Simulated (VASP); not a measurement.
# Si4Sb (Im-3m) in VASP: a series of runs

Si4Sb is run at these levels: PBE; tasks: single point.

Program: VASP 6.6.1. These are calculated values, not measurements. Logs are shortened: lines on timing, memory, paths and dates and some standing lists are left out, and cuts for length are marked.

## Step 1: The cell of the first run

It takes space group Im-3m (No. 229, cubic). The conventional cell has a = 5.705 Å, b = 5.705 Å, c = 5.705 Å, α = 90.00°, β = 90.00°, γ = 90.00°. Within 3.3 Å of Si (site symmetry -3m) lie 2 Sb at 2.47 Å and 6 Si at 2.85 Å. Within 3.3 Å of Sb (site symmetry m-3m) lie 8 Si at 2.47 Å.

## Step 2: Single point, PBE

INCAR reads:

```
SYSTEM = Si4Sb
PREC     = Accurate       ! precision mode
ENCUT    = 520            ! plane-wave cutoff, eV
EDIFF    = 1E-6           ! SCF threshold, eV
ISMEAR   = 0              ! smearing method
SIGMA    = 0.1            ! smearing width, eV
LREAL    = .FALSE.        ! projectors in reciprocal space
LASPH    = .TRUE.         ! aspherical terms in the spheres
NELM     = 80             ! most SCF steps
ALGO     = Normal         ! electronic algorithm
ISIF     = 2              ! what is computed and relaxed
LWAVE    = .FALSE.        ! write WAVECAR
LCHARG   = .TRUE.         ! write CHGCAR
GGA      = PE             ! functional
LELF     = .TRUE.         ! ELF
LVHAR    = .TRUE.       
NBANDS   = 18             ! bands
```

KPOINTS reads:

```
Automatic mesh
0
G
  4 4 4
  0 0 0
```

POSCAR reads:

```
Si4Sb
1.0
   -2.8524237200      2.8524237200      2.8524237200
    2.8524237200     -2.8524237200      2.8524237200
    2.8524237200      2.8524237200     -2.8524237200
Si Sb
4 1
Direct
    0.0000000000      0.0000000000      0.5000000000
    0.0000000000      0.5000000000      0.0000000000
    0.5000000000      0.0000000000      0.0000000000
    0.5000000000      0.5000000000      0.5000000000
    0.0000000000      0.0000000000      0.0000000000
```

Potentials or basis: VASP PAW PBE potentials, release 64 (Si, Sb).

The run is started by

```console
cat potpaw_PBE.64/Si/POTCAR potpaw_PBE.64/Sb/POTCAR > POTCAR
mpirun -np 1 vasp_std > vasp.out
```

OUTCAR:

```text
SYSTEM = Si4Sb
   PREC = Accurate
   ENCUT = 520
   EDIFF = 1E-6
   ISMEAR = 0
   LREAL = .FALSE.
   LASPH = .TRUE.
   NELM = 80
   ISIF = 2
   GGA = PE

 ion  position               nearest neighbor table
   1  0.000  0.000  0.500-   5 2.47   5 2.47   4 2.85   2 2.85   3 2.85   2 2.85   3 2.85   4 2.85

   2  0.000  0.500  0.000-   5 2.47   5 2.47   4 2.85   1 2.85   3 2.85   1 2.85   4 2.85   3 2.85

   3  0.500  0.000  0.000-   5 2.47   5 2.47   4 2.85   1 2.85   4 2.85   2 2.85   1 2.85   2 2.85

   4  0.500  0.500  0.500-   5 2.47   5 2.47   3 2.85   1 2.85   3 2.85   2 2.85   1 2.85   2 2.85

   5  0.000  0.000  0.000-   1 2.47   2 2.47   3 2.47   4 2.47   1 2.47   2 2.47   3 2.47   4 2.47

  LATTYP: Found a body centered cubic cell.
 ALAT       =     5.7048474400

  Lattice vectors:

 A1 = (  -2.8524237200,   2.8524237200,   2.8524237200)
 A2 = (   2.8524237200,  -2.8524237200,   2.8524237200)
 A3 = (   2.8524237200,   2.8524237200,  -2.8524237200)

Analysis of symmetry for initial positions (statically):
=====================================================================
 Subroutine PRICEL returns:
 Original cell was already a primitive cell.

 Routine SETGRP: Setting up the symmetry group for a
 body centered cubic supercell.

 Subroutine GETGRP returns: Found 48 space group operations
 (whereof 48 operations were pure point group operations)
 out of a pool of 48 trial point group operations.

The static configuration has the point symmetry O_h .

Analysis of symmetry for dynamics (positions and initial velocities):
=====================================================================
 Subroutine PRICEL returns:
 Original cell was already a primitive cell.

 Routine SETGRP: Setting up the symmetry group for a
 body centered cubic supercell.

 Subroutine GETGRP returns: Found 48 space group operations
 (whereof 48 operations were pure point group operations)
 out of a pool of 48 trial point group operations.

The dynamic configuration has the point symmetry O_h .

 Subroutine INISYM returns: Found 48 space group operations
 (whereof 48 operations are pure point group operations),
 and found     1 'primitive' translations

----------------------------------------------------------------------------------------

                                     Primitive cell

  volume of cell :      92.8329

  direct lattice vectors                    reciprocal lattice vectors
[... 78 lines left out ...]
   EDIFFG = 0.1E-04   stopping-criterion for IOM
   NSW    =      0    number of steps for IOM
   IBRION =     -1    ionic relax: 0-MD 1-quasi-New 2-CG
   NFREE  =      0    steps in history (QN), initial steepest desc. (CG)
   ISIF   =      2    stress and relaxation
   ISYM   =      2    0-nonsym 1-usesym 2-fastsym
   POTIM  = 0.5000    time-step for ionic-motion
   TEBEG  =    0.0;   TEEND  =   0.0 temperature during run
   PSTRESS=    0.0 pullay stress
   NELECT =      21.0000    total number of electrons
   NUPDOWN=      -1.0000    fix difference up-down
   EMIN   =  10.00;   EMAX   =-10.00  energy-range for DOS
   EFERMI =   0.00;   METHOD = LEGACY
   ISMEAR =     0;   SIGMA  =   0.10  broadening in eV -4-tet -1-fermi 0-gaus
   EFERMI_NEDOS =   21; number of points for ismear=-14 and -15
   IALGO  =     38    algorithm
   IMIX   =      4    mixing-type and parameters
     AMIX     =   0.40;   BMIX     =  1.00
     AMIX_MAG =   1.60;   BMIX_MAG =  1.00
  volume/ion in A,a.u.               =      18.57       125.29
  Fermi-wavevector in a.u.,A,eV,Ry     =   0.997502  1.885006 13.537944  0.995011
  Thomas-Fermi vector in A             =   2.129663
   LORBIT       =      0    0 simple, 1 ext, 2 COOP (PROOUT), +10 PAW based schemes
   GGA     = PE    functional components
   LHFCALC =     F    Hartree Fock is set to
   AEXX    =    0.0000 exact exchange contribution
   IVDW    =     0    specifies the selected vdW correction
   LEPSILON=     F    determine dielectric tensor
   LRPA    =     F    only Hartree local field effects (RPA)
 non-spin polarized calculation
 Gauss-broadening in eV      SIGMA  =   0.10
  energy-cutoff  :      520.00
  volume of cell :       92.83
 maximum number of plane-waves:      2528
 NGX is ok and might be reduce to    40
   NGX = 19   NGY = 19   NGZ = 19

 number of electron      21.0000001 magnetization

 Free energy of the ion-electron system (eV)
  ---------------------------------------------------
  ext. energy  EPLUGINS =         0.00000000
  ---------------------------------------------------
  free energy    TOTEN  =       -18.47744411 eV

  energy without entropy =      -18.44641005  energy(sigma->0) =      -18.46192708

 E-fermi :   8.4357     XC(G=0): -10.3098

 val. band max:        8.4325197108   @ k =   0.2500   0.2500   0.0000
 cond. band min:       8.4512043038   @ k =   0.2500   0.2500   0.2500
 fundamental gap:      0.0186845930
 Fermi energy:         8.4356552205

 k-point     1 :       0.0000    0.0000    0.0000
  band No.  band energies     occupation
      1      -6.4191      2.00000
      2       1.4820      2.00000
      3       1.4820      2.00000
      4       1.4820      2.00000
      5       2.7493      2.00000
      6       2.7493      2.00000
[... 145 lines left out ...]
      5       3.0082      2.00000
      6       3.0082      2.00000
[... 10 lines left out ...]
     17      13.9671      0.00000
     18      15.2516      0.00000

------------------------ aborting loop because EDIFF is reached ----------------------------------------

  FORCE on cell =-STRESS in cart. coord.  units (eV):
  Direction    XX          YY          ZZ          XY          YZ          ZX
  --------------------------------------------------------------------------------------
  -------------------------------------------------------------------------------------
  Total       12.3832531     12.3832531     12.3832531     -0.0000000     -0.0000000      0.0000000
  in kB      213.7190437    213.7190437    213.7190437     -0.0000000     -0.0000000      0.0000000
  external PRESSURE =     213.7190437 kB  Pullay stress =       0.0000000 kB

 VOLUME and BASIS-vectors are now :
 -----------------------------------------------------------------------------
  energy-cutoff  :      520.00
  volume of cell :       92.83
      direct lattice vectors                 reciprocal lattice vectors
    -2.852423720  2.852423720  2.852423720     0.000000000  0.175289525  0.175289525
     2.852423720 -2.852423720  2.852423720     0.175289525  0.000000000  0.175289525
     2.852423720  2.852423720 -2.852423720     0.175289525  0.175289525  0.000000000

 POSITION                                       TOTAL-FORCE (eV/Angst)
 -----------------------------------------------------------------------------------
      1.42621      1.42621     -1.42621        -0.000000     -0.000000      0.000000
      1.42621     -1.42621      1.42621         0.000000     -0.000000     -0.000000
     -1.42621      1.42621      1.42621        -0.000000      0.000000     -0.000000
      1.42621      1.42621      1.42621         0.000000     -0.000000      0.000000
      0.00000      0.00000      0.00000         0.000000     -0.000000      0.000000
 -----------------------------------------------------------------------------------
    total drift:                                0.000000     -0.000000      0.000000

  FREE ENERGIE OF THE ION-ELECTRON SYSTEM (eV)
  ---------------------------------------------------
  free  energy   TOTEN  =       -18.4774441124 eV

  energy  without entropy=      -18.4464100534  energy(sigma->0) =      -18.46192708
```

OSZICAR:

```text
N       E                     dE             d eps       ncg     rms          rms(c)
DAV:   1     0.571821363950E+02    0.57182E+02   -0.75406E+03   288   0.928E+02
DAV:   2    -0.148928969336E+02   -0.72075E+02   -0.70176E+02   356   0.147E+02
DAV:   3    -0.185517261212E+02   -0.36588E+01   -0.36017E+01   366   0.317E+01
DAV:   4    -0.185894528748E+02   -0.37727E-01   -0.37618E-01   404   0.372E+00
DAV:   5    -0.185898771413E+02   -0.42427E-03   -0.42425E-03   364   0.413E-01    0.786E+00
DAV:   6    -0.185166774498E+02    0.73200E-01   -0.15416E-02   356   0.599E-01    0.466E+00
DAV:   7    -0.184772603885E+02    0.39417E-01   -0.30503E-02   346   0.848E-01    0.179E-01
DAV:   8    -0.184773842489E+02   -0.12386E-03   -0.14078E-03   334   0.203E-01    0.669E-02
DAV:   9    -0.184774398840E+02   -0.55635E-04   -0.98953E-05   342   0.593E-02    0.174E-02
DAV:  10    -0.184774448177E+02   -0.49337E-05   -0.11883E-05   390   0.177E-02    0.114E-02
DAV:  11    -0.184774441124E+02    0.70528E-06   -0.18115E-06   278   0.718E-03
   1 F= -.18477444E+02 E0= -.18461927E+02  d E =-.310341E-01
```

stdout:

```text
POSCAR found type information on POSCAR SiSb
 POSCAR found :  2 types and       5 ions
 scaLAPACK will be used
 LDA part: xc-table for (Slater+PW92), standard interpolation
 POSCAR, INCAR and KPOINTS ok, starting setup
 FFT: planning ... GRIDC
 FFT: planning ... GRID_SOFT
 FFT: planning ... GRID
 WAVECAR not read
 entering main loop
```

Wall time 31 s (1 thread of AMD EPYC 7R13, shared host); peak memory 0.2 GiB.

What came out:

| Quantity | Value |
| --- | --- |
| Free energy | -18.4774 eV |
| Pressure | 21.4 GPa |

Levels at points of the mesh, in eV from the Fermi level:
| k point | band 8 | band 9 | band 10 | band 11 | band 12 | band 13 |
| --- | --- | --- | --- | --- | --- | --- |
| (0.00, 0.00, 0.00) | -5.38 | -2.85 | -2.85 | -2.85 | 1.24 | 1.24 |
| (0.50, 0.00, 0.00) | -1.72 | -1.12 | -0.63 | -0.03 | 0.28 | 1.19 |
| (0.50, 0.50, 0.50) | -1.43 | -1.43 | -1.43 | 0.82 | 0.82 | 0.82 |

Caveat: the k points lie up to 0.39 Å⁻¹ apart; spin-orbit coupling is left out, which moves the levels of the heavy elements.

## Step 3: Single point, PBE

This run uses another cell than the first one, of 23.54 Å³/atom, 1.268 times its volume.

INCAR reads:

```
PREC = Accurate
ENCUT = 520
EDIFF = 1E-6
ISMEAR = 0
SIGMA = 0.1
LREAL = F
LASPH = T
NELM = 100
ALGO = Normal
ISIF = 2
LWAVE = F
LCHARG = F
GGA = PE
NBANDS = 18
```

KPOINTS reads:

```
regular mesh
0
Gamma
  10 10 10
```

Changes to POSCAR since step 2:

```diff
@@ -2,5 +2,5 @@
 1.0
-   -2.8524237200      2.8524237200      2.8524237200
-    2.8524237200     -2.8524237200      2.8524237200
-    2.8524237200      2.8524237200     -2.8524237200
+   -3.0873344464      3.0873344464      3.0873344464
+    3.0873344464     -3.0873344464      3.0873344464
+    3.0873344464      3.0873344464     -3.0873344464
 Si Sb
```

Potentials or basis: VASP PAW PBE potentials, release 64 (Si, Sb).

The run is started by

```console
cat potpaw_PBE.64/Si/POTCAR potpaw_PBE.64/Sb/POTCAR > POTCAR
mpirun -np 1 vasp_std > vasp.out
```

Run time: 80 s. Hardware: 1 thread of Intel Xeon Platinum 8488C (Sapphire Rapids), shared host; peak memory 0.29 GiB.

The run converged. Its results:

```
Free energy : -20.1444 eV
Pressure    : 0.2 GPa
```

Levels at points of the mesh, in eV from the Fermi level:
```
           k point  band 7  band 8  band 9  band 10  band 11  band 12  band 13  band 14
(0.00, 0.00, 0.00)   -5.50   -5.28   -2.00    -2.00    -2.00     2.20     2.20     2.96
(0.50, 0.00, 0.00)   -1.42   -1.39   -0.51    -0.48    -0.12     0.18     1.28     1.33
(0.50, 0.50, 0.50)   -3.00   -1.01   -1.01    -1.01     0.88     0.88     0.88     3.29
```

Caveat: spin-orbit coupling is left out, which moves the levels of the heavy elements.
